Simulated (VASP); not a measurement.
A run of VASP 6.6.1 is set up as follows.

INCAR

```
PREC = Accurate
ENCUT = 520
EDIFF = 1E-6
ISMEAR = 0
SIGMA = 0.05
LREAL = F
LASPH = T
NELM = 60
ALGO = Normal
ISIF = 2
LWAVE = F
LCHARG = F
GGA = PS
NBANDS = 16
```

The input KPOINTS:

```
regular mesh
0
Gamma
  9 9 6
```

File POSCAR:

```
MgO
1.0
    3.0722000000      0.0000000000      0.0000000000
   -1.5361000000      2.6606032455      0.0000000000
    0.0000000000      0.0000000000      5.3206000000
Mg O
2 2
Direct
    0.3333333333      0.6666666667      0.0036583380
    0.6666666667      0.3333333333      0.5036583380
    0.3333333333      0.6666666667      0.4009416620
    0.6666666667      0.3333333333      0.9009416620
```

Potentials or basis: VASP PAW PBE potentials, release 64 (Mg, O).

Launch:

```bash
$ cat potpaw_PBE.64/Mg/POTCAR potpaw_PBE.64/O/POTCAR > POTCAR
$ mpirun -np 1 vasp_std > vasp.out
```

Problem. Estimate the band gap on the k mesh.

Solution. 4.08 eV, direct.

Problem. Predict the pressure.

Solution. 17.9 GPa.

Problem. What does it give for the largest force?

Solution. 1.309 eV/Å.

Forces on the atoms (eV/Å):
```
Mg   0.000  0.000  1.309
Mg   0.000  0.000  1.309
O    0.000  0.000 -1.309
O    0.000  0.000 -1.309
```

Caveat: the PAW data sets were made with another functional, which shifts forces and pressure a little. A k mesh can miss the band edges.
